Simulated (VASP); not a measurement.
# Te in VASP: settings compared

Te is run at these levels: PBEsol, PBE, LDA; tasks: single point.

Program: VASP 6.6.1. These are calculated values, not measurements. Logs are shortened: lines on timing, memory, paths and dates and some standing lists are left out, and cuts for length are marked.

**1. The cell of the first run**

The typed cell holds 1 atom: a = 3.147 Å, b = 3.116 Å, c = 3.188 Å, α = 92.61°, β = 92.59°, γ = 93.18°.

**2. Single point, PBEsol (the cell strained at random)**

Contents of INCAR:

```
PREC = Accurate
ENCUT = 520
EDIFF = 1E-6
ISMEAR = -1
SIGMA = 0.05
LREAL = F
LASPH = T
NELM = 60
ALGO = Normal
ISIF = 2
LWAVE = F
LCHARG = F
GGA = PS
NBANDS = 9
```

Contents of KPOINTS:

```
Automatic mesh
0
Gamma
  9 9 9
```

Contents of POSCAR:

```
Te
1.0
    2.2857050000      1.3084100000      1.7231440000
   -2.2642260000      1.2957370000      1.7038320000
   -0.0002360000     -2.6597710000      1.7572810000
Te
1
Direct
    0.5014310000      0.4938640000      0.5031630000
```

Potentials or basis: VASP PAW PBE potentials, release 64 (Te).

Started as:

```console
$ cat potpaw_PBE.64/Te/POTCAR > POTCAR
$ mpirun -np 1 vasp_std > vasp.out
```

OUTCAR:

```text
PREC = Accurate
   ENCUT = 520
   EDIFF = 1E-6
   ISMEAR = -1
   LREAL = F
   LASPH = T
   NELM = 60
   ISIF = 2
   GGA = PS

 ion  position               nearest neighbor table
   1  0.501  0.494  0.503-

  LATTYP: Found a triclinic cell.
 ALAT       =     4.3775453490
 B/A-ratio  =     0.7189686335
 C/A-ratio  =     1.0412024223
 COS(alpha) =     0.0063775621
 COS(beta)  =     0.5365565317
 COS(gamma) =     0.6861207785

  Lattice vectors:

 A1 = (  -2.2854690000,   1.3513610000,  -3.4804250000)
 A2 = (  -2.2857050000,  -1.3084100000,  -1.7231440000)
 A3 = (  -2.2639900000,   3.9555080000,  -0.0534490000)

Analysis of symmetry for initial positions (statically):
=====================================================================
 Subroutine PRICEL returns:
 Original cell was already a primitive cell.

 Routine SETGRP: Setting up the symmetry group for a
 triclinic supercell.

 Subroutine GETGRP returns: Found  2 space group operations
 (whereof  1 operations were pure point group operations)
 out of a pool of  2 trial point group operations.

The static configuration has the point symmetry C_1 .
 The point group associated with its full space group is S_2 .

Analysis of symmetry for dynamics (positions and initial velocities):
=====================================================================
 Subroutine PRICEL returns:
 Original cell was already a primitive cell.

 Routine SETGRP: Setting up the symmetry group for a
 triclinic supercell.

 Subroutine GETGRP returns: Found  2 space group operations
 (whereof  1 operations were pure point group operations)
 out of a pool of  2 trial point group operations.

The dynamic configuration has the point symmetry C_1 .
 The point group associated with its full space group is S_2 .

 Subroutine INISYM returns: Found  2 space group operations
 (whereof  1 operations are pure point group operations),
 and found     1 'primitive' translations

----------------------------------------------------------------------------------------

                                     Primitive cell

  volume of cell :      31.1462

  direct lattice vectors                    reciprocal lattice vectors
     2.285705000  1.308410000  1.723144000     0.218607032  0.127735648  0.193366436
    -2.264226000  1.295737000  1.703832000    -0.220971222  0.128973469  0.195180932
    -0.000236000 -2.659771000  1.757281000    -0.000110145 -0.250304897  0.190206500

  length of vectors
     3.147317798  3.115878245  3.187854818     0.318584383  0.321804340  0.314374086

  position of ions in fractional coordinates (direct lattice)
     0.501431000  0.493864000  0.503163000

  ion indices of the primitive-cell ions
   primitive index   ion index
                 1           1

----------------------------------------------------------------------------------------

 KPOINTS: Automatic mesh

Automatic generation of k-mesh.
 Grid dimensions read from file:
 generate k-points for:    9    9    9

 Generating k-lattice:

  Cartesian coordinates                     Fractional coordinates (reciprocal lattice)
     0.024289670  0.014192850  0.021485160     0.111111111  0.000000000  0.000000000
    -0.024552358  0.014330385  0.021686770     0.000000000  0.111111111  0.000000000
    -0.000012238 -0.027811655  0.021134056    -0.000000000 -0.000000000  0.111111111

  Length of vectors
     0.035398265  0.035756038  0.034930454

  Shift w.r.t. Gamma in fractional coordinates (k-lattice)
     0.000000000  0.000000000  0.000000000

 Subroutine IBZKPT returns following result:
 ===========================================

 Found    365 irreducible k-points:

 Following reciprocal coordinates:
            Coordinates               Weight
  0.000000  0.000000  0.000000      1.000000
  0.111111  0.000000  0.000000      2.000000
  0.222222  0.000000  0.000000      2.000000
  0.333333  0.000000  0.000000      2.000000
  0.444444  0.000000  0.000000      2.000000
  0.000000  0.111111  0.000000      2.000000
[... 16 lines left out ...]
 -0.111111  0.222222  0.000000      2.000000
  0.000000  0.333333  0.000000      2.000000
 [... further k-points ...]
   k-points           NKPTS =    365   k-points in BZ     NKDIM =    365   number of bands    NBANDS=      9
   number of dos      NEDOS =    301   number of ions     NIONS =      1
   total plane-waves  NPLWV =  13824
   dimension x,y,z NGX =    24 NGY =   24 NGZ =   24
   dimension x,y,z NGXF=    48 NGYF=   48 NGZF=   48
   ions per type =               1
   NGX,Y,Z   is equivalent  to a cutoff of  12.68, 12.81, 12.52 a.u.
   NGXF,Y,Z  is equivalent  to a cutoff of  25.35, 25.61, 25.03 a.u.
 SYSTEM =  unknown system
   PREC   = accura    normal or accurate (medium, high low for compatibility)
   ISTART =      0    job   : 0-new  1-cont  2-samecut
   ICHARG =      2    charge: 1-file 2-atom 10-const
   ISPIN  =      1    spin polarized calculation?
   LNONCOLLINEAR =      F non collinear calculations
   LSORBIT =      F    spin-orbit coupling
   LASPH  =      T    aspherical Exc in radial PAW
   ENCUT  =  520.0 eV  38.22 Ry    6.18 a.u.   5.85  5.79  5.93*2*pi/ulx,y,z
   NELM   =     60;   NELMIN=  2; NELMDL= -5     # of ELM steps
   EDIFF  = 0.1E-05   stopping-criterion for ELM
   LREAL  =      F    real-space projection
   EDIFFG = 0.1E-04   stopping-criterion for IOM
   NSW    =      0    number of steps for IOM
   IBRION =     -1    ionic relax: 0-MD 1-quasi-New 2-CG
   NFREE  =      0    steps in history (QN), initial steepest desc. (CG)
   ISIF   =      2    stress and relaxation
   ISYM   =      2    0-nonsym 1-usesym 2-fastsym
   POTIM  = 0.5000    time-step for ionic-motion
   TEBEG  =    0.0;   TEEND  =   0.0 temperature during run
   PSTRESS=    0.0 pullay stress
   NELECT =       6.0000    total number of electrons
   NUPDOWN=      -1.0000    fix difference up-down
   EMIN   =  10.00;   EMAX   =-10.00  energy-range for DOS
   EFERMI =   0.00;   METHOD = LEGACY
   ISMEAR =    -1;   SIGMA  =   0.05  broadening in eV -4-tet -1-fermi 0-gaus
   EFERMI_NEDOS =   21; number of points for ismear=-14 and -15
   IALGO  =     38    algorithm
   IMIX   =      4    mixing-type and parameters
     AMIX     =   0.40;   BMIX     =  1.00
     AMIX_MAG =   1.60;   BMIX_MAG =  1.00
  volume/ion in A,a.u.               =      31.15       210.18
  Fermi-wavevector in a.u.,A,eV,Ry     =   0.945490  1.786717 12.162945  0.893951
  Thomas-Fermi vector in A             =   2.073396
   LORBIT       =      0    0 simple, 1 ext, 2 COOP (PROOUT), +10 PAW based schemes
   GGA     = PS    functional components
   LHFCALC =     F    Hartree Fock is set to
   AEXX    =    0.0000 exact exchange contribution
   IVDW    =     0    specifies the selected vdW correction
   LEPSILON=     F    determine dielectric tensor
   LRPA    =     F    only Hartree local field effects (RPA)
 non-spin polarized calculation
  energy-cutoff  :      520.00
  volume of cell :       31.15
 maximum number of plane-waves:       853
   NGX = 11   NGY = 11   NGZ = 11

 number of electron       6.0000000 magnetization

 Free energy of the ion-electron system (eV)
  ---------------------------------------------------
  ext. energy  EPLUGINS =         0.00000000
  ---------------------------------------------------
  free energy    TOTEN  =        -3.50518718 eV

  energy without entropy =       -3.50010703  energy(sigma->0) =       -3.50264710

 E-fermi :   6.9605     XC(G=0):  -9.6421

 val. band max:        6.9464180125   @ k =   0.1111  -0.1111   0.1111
 cond. band min:       6.9638854020   @ k =   0.1111   0.1111   0.1111
 fundamental gap:      0.0174673895
 Fermi energy:         6.9605193671

 k-point     1 :       0.0000    0.0000    0.0000
  band No.  band energies     occupation
      1      -7.0502      2.00000
      2       7.8605      0.00000
      3       8.2333      0.00000
      4       8.5399      0.00000
      5      12.7983      0.00000
      6      13.0397      0.00000
      7      13.5923      0.00000
      8      24.2408      0.00000
      9      24.3464      0.00000

 k-point     2 :       0.1111    0.0000    0.0000
  band No.  band energies     occupation
      1      -6.8954      2.00000
      2       6.6600      1.99511
      3       8.0444      0.00000
      4       8.6367      0.00000
      5      12.9618      0.00000
      6      13.5794      0.00000
      7      15.0477      0.00000
      8      21.9237      0.00000
      9      22.2183      0.00000

 k-point     3 :       0.2222    0.0000    0.0000
  band No.  band energies     occupation
      1      -6.4525      2.00000
      2       4.2215      2.00000
      3       8.4108      0.00000
      4       8.9995      0.00000
      5      13.3972      0.00000
      6      14.0808      0.00000
      7      18.1262      0.00000
      8      19.8917      0.00000
      9      20.2281      0.00000

 k-point     4 :       0.3333    0.0000    0.0000
  band No.  band energies     occupation
      1      -5.8140      2.00000
      2       2.1036      2.00000
      3       8.9038      0.00000
      4       9.4835      0.00000
      5      14.0408      0.00000
      6      14.8654      0.00000
      7      17.9532      0.00000
      8      18.5594      0.00000
      9      19.6016      0.00000
[... 205 lines left out ...]
 k-point    22 :      -0.2222    0.2222    0.0000
  band No.  band energies     occupation
      1      -5.8727      2.00000
      2       4.9164      2.00000
      3       5.1716      2.00000
      4       8.9492      0.00000
      5      13.8501      0.00000
      6      14.8232      0.00000
      7      18.5463      0.00000
      8      19.2695      0.00000
      9      20.1043      0.00000

 k-point    23 :      -0.1111    0.2222    0.0000
  band No.  band energies     occupation
      1      -6.2949      2.00000
      2       4.5760      2.00000
      3       7.4401      0.00014
      4       8.5881      0.00000
      5      13.5793      0.00000
      6      15.1521      0.00000
      7      17.1974      0.00000
      8      19.0272      0.00000
      9      20.1268      0.00000

 k-point    24 :       0.0000    0.3333    0.0000
  band No.  band energies     occupation
      1      -5.7494      2.00000
      2       2.1320      2.00000
      3       8.9466      0.00000
      4       9.3043      0.00000
      5      14.0647      0.00000
      6      14.6932      0.00000
      7      17.9352      0.00000
      8      18.4200      0.00000
      9      19.6834      0.00000

 [... further k-points ...]
[... 5 lines left out ...]
  --------------------------------------------------------------------------------------
  -------------------------------------------------------------------------------------
  Total        0.0683449      0.0296025      0.0499954     -0.0262150      0.0497685     -0.0299981
  in kB        3.5156996      1.5227713      2.5717934     -1.3485141      2.5601169     -1.5431175
  external PRESSURE =       2.5367548 kB  Pullay stress =       0.0000000 kB

 VOLUME and BASIS-vectors are now :
 -----------------------------------------------------------------------------
  energy-cutoff  :      520.00
  volume of cell :       31.15
      direct lattice vectors                 reciprocal lattice vectors
     2.285705000  1.308410000  1.723144000     0.218607032  0.127735648  0.193366436
    -2.264226000  1.295737000  1.703832000    -0.220971222  0.128973469  0.195180932
    -0.000236000 -2.659771000  1.757281000    -0.000110145 -0.250304897  0.190206500

 POSITION                                       TOTAL-FORCE (eV/Angst)
 -----------------------------------------------------------------------------------
      0.02778     -0.04230      2.58970         0.000000      0.000000      0.000000
 -----------------------------------------------------------------------------------
    total drift:                               -0.000000      0.000000      0.000000

  FREE ENERGIE OF THE ION-ELECTRON SYSTEM (eV)
  ---------------------------------------------------
  free  energy   TOTEN  =        -3.5051871760 eV

  energy  without entropy=       -3.5001070276  energy(sigma->0) =       -3.50264710
```

It took 18 s on 1 thread of Intel Xeon Platinum 8559C (Emerald Rapids), shared host; peak memory 0.21 GiB.

What came out:

```yaml
Free_energy: -3.5052 eV
Pressure: 0.3 GPa
Band_gap_on_the_k_mesh: zero (band 3 reaches 9.46 eV, above the bottom of band 4 at 4.31 eV)
```

Stress tensor (GPa, compression positive):
```
 0.35 -0.13 -0.15
-0.13  0.15  0.26
-0.15  0.26  0.26
```

Caveat: the cell differs from its parent crystal (the cell strained at random); the PAW data sets were made with another functional, which shifts forces and pressure a little; spin-orbit coupling is left out, which moves the levels of the heavy elements.

**3. Single point, PBEsol**

Contents of INCAR:

```
  PREC = Accurate
  ENCUT = 520
  EDIFF = 1E-6
  ISMEAR = 0
  SIGMA = 0.1
  LREAL = False
  LASPH = True
  NELM = 60
  ALGO = Normal
  ISIF = 2
  LWAVE = False
  LCHARG = False
  GGA = PS
  NBANDS = 9
```

Contents of KPOINTS:

```
regular mesh
0
Gamma
  9 9 9
```

Contents of POSCAR:

```
Te
1.0
    2.3059043427      1.3313144930      1.6909537039
   -2.3059043427      1.3313144930      1.6909537039
    0.0000000000     -2.6626289860      1.6909537039
Te
1
Direct
    0.5000000000      0.5000000000      0.5000000000
```

Potentials or basis: VASP PAW PBE potentials, release 64 (Te).

Started as:

```console
$ cat potpaw_PBE.64/Te/POTCAR > POTCAR
$ mpirun -np 1 vasp_std > vasp.out
```

It took 5.8 s on 1 thread of Intel Xeon Platinum 8488C (Sapphire Rapids), shared host; peak memory 0.15 GiB.

The run converged. Its results:

```yaml
Free_energy: -3.5041 eV
Pressure: 0.0 GPa
Band_gap_on_the_k_mesh: zero (band 3 reaches 9.37 eV, above the bottom of band 4 at 4.46 eV)
```

Stress tensor (GPa, compression positive):
```
-0.08  0.00  0.00
 0.00 -0.08  0.00
 0.00  0.00  0.05
```

Levels at points of the mesh, in eV from the Fermi level:
```csv
k point,band 1,band 2,band 3,band 4,band 5,band 6
"(0.00, 0.00, 0.00)",-13.99,0.97,1.44,1.44,6.06,6.06
```

Caveat: the PAW data sets were made with another functional, which shifts forces and pressure a little; spin-orbit coupling is left out, which moves the levels of the heavy elements.

**4. Single point, PBE**

Contents of INCAR:

```
SYSTEM = Te
ALGO     = Normal         ! electronic algorithm
EDIFF    = 1E-6           ! SCF threshold, eV
ENCUT    = 520            ! plane-wave cutoff, eV
GGA      = PE             ! functional
ISIF     = 2              ! what is computed and relaxed
ISMEAR   = 0              ! smearing method
LASPH    = .TRUE.         ! aspherical terms in the spheres
LCHARG   = .TRUE.         ! write CHGCAR
LELF     = .TRUE.         ! ELF
LREAL    = .FALSE.        ! projectors in reciprocal space
LVHAR    = .TRUE.       
LWAVE    = .FALSE.        ! write WAVECAR
NBANDS   = 9              ! bands
NELM     = 100            ! most SCF steps
PREC     = Accurate       ! precision mode
SIGMA    = 0.02           ! smearing width, eV
```

Contents of KPOINTS:

```
k-points
0
G
  9 9 9
  0 0 0
```

POSCAR is that of step 3.

Started as:

```console
$ cat potpaw_PBE.64/Te/POTCAR > POTCAR
$ mpirun -np 1 vasp_std > vasp.out
```

Run time: 6.2 s. Hardware: 1 thread of Intel Xeon Platinum 8488C (Sapphire Rapids), shared host; peak memory 0.15 GiB.

Results (log left out):

```
Free energy            : -3.0851 eV
Pressure               : 2.6 GPa
Band gap on the k mesh : zero (band 3 reaches 9.50 eV, above the bottom of band 4 at 4.59 eV)
```

Stress tensor (GPa, compression positive):
```
2.69 0.00 0.00
0.00 2.69 0.00
0.00 0.00 2.46
```

Levels at points of the mesh, in eV from the Fermi level:
```
           k point  band 1  band 2  band 3  band 4  band 5  band 6  band 7
(0.00, 0.00, 0.00)  -13.98    0.95    1.43    1.43    6.05    6.05    6.71
```

Caveat: spin-orbit coupling is left out, which moves the levels of the heavy elements.

**5. Single point, LDA, non-collinear spin, zero start, spin-orbit coupling**

Contents of INCAR:

```
PREC     = Accurate       # precision mode
ENCUT    = 520            # plane-wave cutoff, eV
EDIFF    = 1E-6           # SCF threshold, eV
ISMEAR   = 0              # smearing method
SIGMA    = 0.01           # smearing width, eV
LREAL    = F              # projectors in reciprocal space
LASPH    = T              # aspherical terms in the spheres
NELM     = 150            # most SCF steps
ALGO     = Normal         # electronic algorithm
ISIF     = 2              # what is computed and relaxed
LWAVE    = F              # write WAVECAR
LCHARG   = F              # write CHGCAR
LNONCOLLINEAR= T              # non-collinear magnetism
MAGMOM   = 0 0 0          # initial moments
LORBIT   = 11             # projections on sites
LSORBIT  = T              # spin-orbit coupling
GGA_COMPAT= F            
LORBMOM  = T            
NBANDS   = 17             # bands
```

Contents of KPOINTS:

```
regular mesh
0
Gamma
  7 7 7
```

POSCAR is that of step 4.

Potentials or basis: VASP PAW LDA potentials, release 64 (Te).

Started as:

```console
$ cat potpaw_LDA.64/Te/POTCAR > POTCAR
$ mpirun -np 1 vasp_ncl > vasp.out
```

It took 12 s on 1 thread of Intel Xeon Platinum 8488C (Sapphire Rapids), shared host; peak memory 0.18 GiB.

The run converged. Its results:

```yaml
Free_energy: -3.8721 eV
Pressure: -1.0 GPa
Net_moment: 0.00 μB per cell
Valence_electrons_inside_the_program's_atomic_spheres: Te 3.29
```

Stress tensor (GPa, compression positive):
```
-1.30  0.00  0.00
 0.00 -1.30  0.00
 0.00  0.00 -0.44
```

Moments on the atoms (μB; x, y, z):
```
Te  0.00 0.00 0.00
```

**6. Single point, LDA (volume scaled by 0.94)**

Contents of INCAR:

```
SYSTEM = Te
PREC = Accurate
ENCUT = 520
EDIFF = 1E-7
ISMEAR = -1
SIGMA = 0.05
LREAL = .FALSE.
LASPH = .TRUE.
NELM = 100
ALGO = Normal
ISIF = 2
LWAVE = .FALSE.
LCHARG = .FALSE.
GGA = CA
NBANDS = 9
```

Contents of KPOINTS:

```
regular mesh
0
G
  9 9 9
  0 0 0
```

Contents of POSCAR:

```
Te
1.0
    2.2588318621      1.3041371837      1.6564347588
   -2.2588318621      1.3041371837      1.6564347588
    0.0000000000     -2.6082743673      1.6564347588
Te
1
Direct
    0.5000000000      0.5000000000      0.5000000000
```

Potentials or basis: VASP PAW LDA potentials, release 64 (Te).

Started as:

```console
$ cat potpaw_LDA.64/Te/POTCAR > POTCAR
$ mpirun -np 1 vasp_std > vasp.out
```

Run time: 5.6 s. Hardware: 1 thread of Intel Xeon Platinum 8488C (Sapphire Rapids), shared host; peak memory 0.13 GiB.

The run converged. Its results:

```
Free energy            : -3.7741 eV
Pressure               : 3.0 GPa
Band gap on the k mesh : zero (band 3 reaches 10.42 eV, above the bottom of band 4 at 5.16 eV)
```

Stress tensor (GPa, compression positive):
```
3.20 0.00 0.00
0.00 3.20 0.00
0.00 0.00 2.51
```

Levels at points of the mesh, in eV from the Fermi level:
| k point | band 1 | band 2 | band 3 | band 4 | band 5 | band 6 |
| --- | --- | --- | --- | --- | --- | --- |
| (0.00, 0.00, 0.00) | -14.51 | 1.02 | 1.50 | 1.50 | 6.01 | 6.01 |

Caveat: spin-orbit coupling is left out, which moves the levels of the heavy elements.

**7. Summary**

| level | potentials or basis | spin | cell | k mesh | smearing | gap on the mesh (eV) | pressure (GPa) |
| --- | --- | --- | --- | --- | --- | --- | --- |
| PBEsol | VASP PAW PBE potentials, release 64 (Te) | off | a = 3.147, b = 3.116, c = 3.188 Å, angles 92.6, 92.6, 93.2°, 1 atom | 9 × 9 × 9 | fermi-dirac 0.05 eV | none | 0.3 |
| PBEsol | VASP PAW PBE potentials, release 64 (Te) | off | a = 3.154 Å, angles 94.0°, 1 atom | 9 × 9 × 9 | gaussian 0.1 eV | none | 0.0 |
| PBE | VASP PAW PBE potentials, release 64 (Te) | off | a = 3.154 Å, angles 94.0°, 1 atom | 9 × 9 × 9 | gaussian 0.02 eV | none | 2.6 |
| LDA | VASP PAW LDA potentials, release 64 (Te) | non-collinear, zero start, SOC | a = 3.154 Å, angles 94.0°, 1 atom | 7 × 7 × 7 | gaussian 0.01 eV | - | -1.0 |
| LDA | VASP PAW LDA potentials, release 64 (Te) | off | a = 3.090 Å, angles 94.0°, 1 atom | 9 × 9 × 9 | fermi-dirac 0.05 eV | none | 3.0 |

Alike in all rows: task single point; cutoff (eV) 520.

Caveats: spin-orbit coupling is left out, which moves the levels of the heavy elements (some runs); the PAW data sets were made with another functional, which shifts forces and pressure a little (some runs).

Absolute energies hang on the potentials; compare differences alone.
